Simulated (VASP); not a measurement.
# Ge2Sb3Se (I4/mmm) in VASP: notebook, part 2 of 2

VASP 6.6.1. Earlier steps stand in the parts before.

### Step 4. Relaxation of cell and atoms, PBE

This run uses another cell than the first one, of 29.43 Å³/atom.

INCAR reads:

```
SYSTEM = Ge2Sb3Se
PREC = Accurate ; ENCUT = 600
EDIFF = 1E-7 ; ISMEAR = 0
SIGMA = 0.1 ; LREAL = .FALSE.
LASPH = .TRUE. ; NELM = 80
ALGO = Normal ; ISIF = 3
LWAVE = .FALSE. ; LCHARG = .FALSE.
GGA = PE ; IBRION = 2
NSW = 90 ; EDIFFG = -0.04
```

KPOINTS reads:

```
regular mesh
0
G
  4 4 4
  0 0 0
```

POSCAR reads:

```
Ge2Sb3Se
1.0
   -3.2606396300      3.2606396300      4.1527493400
    3.2606396300     -3.2606396300      4.1527493400
    3.2606396300      3.2606396300     -4.1527493400
Ge Sb Se
2 3 1
Direct
    0.7572490800      0.7572490800      0.0000000000
    0.2427509200      0.2427509200      0.0000000000
    0.7500000000      0.2500000000      0.5000000000
    0.2500000000      0.7500000000      0.5000000000
    0.0000000000      0.0000000000      0.0000000000
    0.5000000000      0.5000000000      0.0000000000
```

Potentials or basis: VASP PAW PBE potentials, release 64 (Ge_d, Sb, Se).

Run with:

```
$ cat potpaw_PBE.64/Ge_d/POTCAR potpaw_PBE.64/Sb/POTCAR potpaw_PBE.64/Se/POTCAR > POTCAR
$ mpirun -np 1 vasp_std > vasp.out
```

OUTCAR:

```text
SYSTEM = Ge2Sb3Se
   PREC = Accurate
   ENCUT = 600
   EDIFF = 1E-7
   ISMEAR = 0
   LREAL = .FALSE.
   LASPH = .TRUE.
   NELM = 80
   ISIF = 3
   GGA = PE
   IBRION = 2
   NSW = 90
   EDIFFG = -0.04

 ion  position               nearest neighbor table
   1  0.757  0.757  0.000-   5 2.02   6 2.14   3 3.26   4 3.26   3 3.26   4 3.26
   2  0.243  0.243  0.000-   5 2.02   6 2.14   3 3.26   4 3.26   3 3.26   4 3.26
   3  0.750  0.250  0.500-   1 3.26   2 3.26   1 3.26   2 3.26
   4  0.250  0.750  0.500-   1 3.26   2 3.26   1 3.26   2 3.26
   5  0.000  0.000  0.000-   1 2.02   2 2.02
   6  0.500  0.500  0.000-   1 2.14   2 2.14

  LATTYP: Found a body centered tetragonal cell.
 ALAT       =     6.5212792600
 C/A-ratio  =     1.2735996035

  Lattice vectors:

 A1 = (  -3.2606396300,   3.2606396300,   4.1527493400)
 A2 = (   3.2606396300,  -3.2606396300,   4.1527493400)
 A3 = (   3.2606396300,   3.2606396300,  -4.1527493400)

Analysis of symmetry for initial positions (statically):
=====================================================================
 Subroutine PRICEL returns:
 Original cell was already a primitive cell.

 Routine SETGRP: Setting up the symmetry group for a
 body centered tetragonal supercell.

 Subroutine GETGRP returns: Found 16 space group operations
 (whereof 16 operations were pure point group operations)
 out of a pool of 16 trial point group operations.

The static configuration has the point symmetry D_4h.

Analysis of symmetry for dynamics (positions and initial velocities):
[... 269 lines left out ...]
  FREE ENERGIE OF THE ION-ELECTRON SYSTEM (eV)
  ---------------------------------------------------
  free  energy   TOTEN  =       -20.6531714631 eV

  energy  without entropy=      -20.6070558168  energy(sigma->0) =      -20.63011364

 E-fermi :   4.5668     XC(G=0):  -9.2145

 val. band max:        4.4718076875   @ k =  -0.2500   0.5000   0.2500
 cond. band min:       4.5751739142   @ k =  -0.2500   0.5000   0.2500
 fundamental gap:      0.1033662267
 Fermi energy:         4.5668460774

 k-point     1 :       0.0000    0.0000    0.0000
  band No.  band energies     occupation
      1     -20.0795      2.00000
      2     -20.0743      2.00000
      3     -20.0710      2.00000
      4     -20.0641      2.00000
      5     -20.0542      2.00000
      6     -20.0501      2.00000
[... 405 lines left out ...]
     28       5.2170      0.00000
     29       6.9144      0.00000

[... ionic steps 4 to 10 ...]

--------------------------------------- Ionic step       11  -------------------------------------------

 number of electron      49.0000010 magnetization

------------------------ aborting loop because EDIFF is reached ----------------------------------------
[... 75 lines left out ...]
--------------------------------------- Ionic step       13  -------------------------------------------

 number of electron      49.0000009 magnetization

 Free energy of the ion-electron system (eV)
  ---------------------------------------------------
  ext. energy  EPLUGINS =         0.00000000
  ---------------------------------------------------
  free energy    TOTEN  =       -22.14188728 eV

  energy without entropy =      -22.10559595  energy(sigma->0) =      -22.12374162

 E-fermi :   4.9412     XC(G=0):  -9.3744

 val. band max:        4.9250654237   @ k =  -0.2500   0.5000   0.2500
 cond. band min:       4.9579737153   @ k =  -0.2500   0.2500   0.0000
 fundamental gap:      0.0329082915
 Fermi energy:         4.9411527594

 k-point     1 :       0.0000    0.0000    0.0000
  band No.  band energies     occupation
      1     -19.7287      2.00000
      2     -19.7231      2.00000
      3     -19.7222      2.00000
      4     -19.7140      2.00000
      5     -19.7033      2.00000
      6     -19.6972      2.00000
[... 438 lines left out ...]
  FREE ENERGIE OF THE ION-ELECTRON SYSTEM (eV)
  ---------------------------------------------------
  free  energy   TOTEN  =       -22.1418872825 eV

  energy  without entropy=      -22.1055959480  energy(sigma->0) =      -22.12374162

 reached required accuracy - stopping structural energy minimisation
```

OSZICAR:

```text
N       E                     dE             d eps       ncg     rms          rms(c)
DAV:   1     0.478245046770E+03    0.47825E+03   -0.23174E+04   907   0.285E+03
DAV:   2     0.624343431247E+02   -0.41581E+03   -0.40616E+03   770   0.733E+02
DAV:   3    -0.947543348850E+01   -0.71910E+02   -0.68774E+02   899   0.186E+02
[... 159 lines left out ...]
DAV:   5    -0.221418834470E+02    0.83138E-04   -0.60171E-04   912   0.154E-01    0.224E-02
DAV:   6    -0.221418871905E+02   -0.37435E-05   -0.81336E-05   937   0.671E-02    0.125E-02
DAV:   7    -0.221418871409E+02    0.49644E-07   -0.41258E-06   966   0.120E-02    0.513E-03
DAV:   8    -0.221418872739E+02   -0.13300E-06   -0.69008E-07   757   0.530E-03    0.116E-03
DAV:   9    -0.221418872825E+02   -0.86065E-08   -0.85980E-08   435   0.271E-03
  13 F= -.22141887E+02 E0= -.22123742E+02  d E =-.183749E-02
```

CONTCAR:

```text
Ge2Sb3Se
   1.00000000000000
    -2.8453646073474772    2.8453646073474772    5.3205687996224569
     2.8453646073474772   -2.8453646073474772    5.3205687996224569
     2.8453646073474772    2.8453646073474772   -5.3205687996224569
  Ge              Sb              Se
     2     3     1
Direct
     0.7363882631928074    0.7363882631928074    0.0000000000000000
     0.2636117368071926    0.2636117368071926    0.0000000000000000
     0.7500000000000000    0.2500000000000000    0.5000000000000000
     0.2500000000000000    0.7500000000000000    0.5000000000000000
     0.0000000000000000    0.0000000000000000    1.0000000000000000
     0.5000000000000000    0.5000000000000000    1.0000000000000000

  0.00000000E+00  0.00000000E+00  0.00000000E+00
  0.00000000E+00  0.00000000E+00  0.00000000E+00
  0.00000000E+00  0.00000000E+00  0.00000000E+00
  0.00000000E+00  0.00000000E+00  0.00000000E+00
  0.00000000E+00  0.00000000E+00  0.00000000E+00
  0.00000000E+00  0.00000000E+00  0.00000000E+00
```

Wall time 17 min (1 thread of Intel Xeon Platinum 8488C (Sapphire Rapids), shared host); peak memory 0.42 GiB.

What came out:

```yaml
Free_energy: -22.1419 eV
Relaxed_volume: 28.72 Å³/atom
Relaxed_cell: a = 6.671 Å, b = 6.671 Å, c = 6.671 Å, α = 129.50°, β = 129.50°, γ = 74.20°
Space_group_after_relaxing_to_0.1_Å: I4/mmm (No. 139)
Energy_gained_by_relaxing: 1409.9 meV/atom
Ionic_steps: 13
Pressure_after_relaxing: -0.1 GPa
Band_gap_on_the_k_mesh: zero (an odd number of electrons rules out a gap without spin polarisation)
```

The path:
```
step  energy change (eV)  largest force (eV/Å)  pressure (GPa)  volume (Å³)
   1              0.0000                8.8871           18.98       176.60
   2             -5.6365                0.4524           -6.90       259.40
   3             -6.9707                1.2716           -4.16       216.24
   4             -8.0649                0.6075           -3.48       193.24
   5             -8.4013                0.2617           -1.55       178.79
   6             -8.4149                0.1790           -0.77       175.08
   7             -8.4149                0.1966           -0.94       175.87
   8             -8.4430                0.2954            0.25       171.45
   9             -8.4430                0.2971            0.29       171.37
  10             -8.4521                0.2114            0.16       171.74
  11             -8.4575                0.0561           -0.02       172.34
  12             -8.4576                0.0718           -0.01       172.28
  13             -8.4594                0.0020           -0.08       172.30
```

Final structure:
```
CELL_PARAMETERS angstrom
-2.84536 2.84536 5.32057
2.84536 -2.84536 5.32057
2.84536 2.84536 -5.32057
ATOMIC_POSITIONS crystal
Ge 0.73639 0.73639 0.00000
Ge 0.26361 0.26361 0.00000
Sb 0.75000 0.25000 0.50000
Sb 0.25000 0.75000 0.50000
Sb 0.00000 0.00000 0.00000
Se 0.50000 0.50000 0.00000
```

Caveat: spin-orbit coupling is left out, which moves the levels of the heavy elements.

### Step 5. Single point, PBE

This run uses another cell than the first one, of 28.39 Å³/atom.

INCAR reads:

```
  PREC = Accurate
  ENCUT = 520
  EDIFF = 1E-6
  ISMEAR = 0
  SIGMA = 0.1
  LREAL = False
  LASPH = True
  NELM = 60
  ALGO = Normal
  ISIF = 2
  LWAVE = False
  LCHARG = False
  GGA = PE
  NBANDS = 34
```

KPOINTS reads:

```
Automatic mesh
0
Gamma
  10 10 10
```

POSCAR reads:

```
Ge2Sb3Se
1.0
   -2.8139102312      2.8139102312      5.3789721813
    2.8139102312     -2.8139102312      5.3789721813
    2.8139102312      2.8139102312     -5.3789721813
Ge Sb Se
2 3 1
Direct
    0.7335399553      0.7335399553      0.0000000000
    0.2664600447      0.2664600447      0.0000000000
    0.7500000000      0.2500000000      0.5000000000
    0.2500000000      0.7500000000      0.5000000000
    0.0000000000      0.0000000000      0.0000000000
    0.5000000000      0.5000000000      0.0000000000
```

Run with:

```
$ cat potpaw_PBE.64/Ge_d/POTCAR potpaw_PBE.64/Sb/POTCAR potpaw_PBE.64/Se/POTCAR > POTCAR
$ mpirun -np 1 vasp_std > vasp.out
```

Wall time 12 min (1 thread of Intel Xeon Platinum 8488C (Sapphire Rapids), shared host); peak memory 0.73 GiB.

Results (log left out):

| Item | Value |
| --- | --- |
| Free energy | -22.2982 eV |
| Pressure | -0.1 GPa |
| Largest force | 0.005 eV/Å |
| Band gap on the k mesh | zero (an odd number of electrons rules out a gap without spin polarisation) |

Forces in eV/Å, atoms in the order of the input:
```
Ge   0.000  0.000  0.005
Ge   0.000  0.000 -0.005
Sb   0.000  0.000  0.000
Sb   0.000  0.000  0.000
Sb   0.000  0.000  0.000
Se   0.000  0.000  0.000
```

Levels at points of the mesh, in eV from the Fermi level:
```tsv
k point	band 21	band 22	band 23	band 24	band 25	band 26	band 27	band 28	band 29	band 30
(0.00, 0.00, 0.00)	-2.78	-2.04	-2.04	-0.66	0.16	0.97	0.97	2.02	2.10	3.37
(0.50, 0.00, 0.00)	-2.23	-1.27	-1.24	-0.28	-0.23	-0.16	0.84	1.80	3.02	3.10
(0.50, 0.50, 0.00)	-0.67	-0.04	0.39	0.43	0.45	0.72	1.13	1.24	1.67	1.92
(0.50, 0.50, 0.50)	-2.15	-1.26	-1.26	-1.18	0.12	0.25	0.25	0.61	2.32	3.78
```

Caveat: spin-orbit coupling is left out, which moves the levels of the heavy elements.

### Step 6. Overview

```csv
task,cell,k mesh,cutoff (eV),gap on the mesh (eV),pressure (GPa),largest force (eV/Å)
single point,"a = 6.671 Å, angles 129.5, 129.5, 74.2°, 6 atoms, atomic positions A",4 × 4 × 4,520,none,-0.1,-
single point,"a = 6.206 Å, angles 116.6, 116.6, 96.0°, 6 atoms, atomic positions B",4 × 4 × 4,520,none,19.0,8.89
relaxation of cell and atoms,"relaxed from a = 6.206 Å, angles 116.6, 116.6, 96.0°, 6 atoms, atomic positions B",4 × 4 × 4,600,none,-0.1,-
single point,"a = 6.691 Å, angles 130.3, 130.3, 73.0°, 6 atoms, atomic positions C",10 × 10 × 10,520,none,-0.1,0.01
```

Alike in all rows: level PBE; potentials or basis VASP PAW PBE potentials, release 64 (Ge_d, Sb, Se); no spin polarisation; smearing gaussian 0.1 eV.

Caveats: spin-orbit coupling is left out, which moves the levels of the heavy elements; the stress differs along the axes, from -4 to 64 GPa (at least some runs); forces of over 1 eV/Å act on the atoms, so gaps and moduli don't describe the material at rest (at least some runs).

Total energies depend on the potentials used, so only differences within one code and one set of settings carry meaning.

The gap in the log of VASP goes by the Fermi energy; the results here count the filled bands.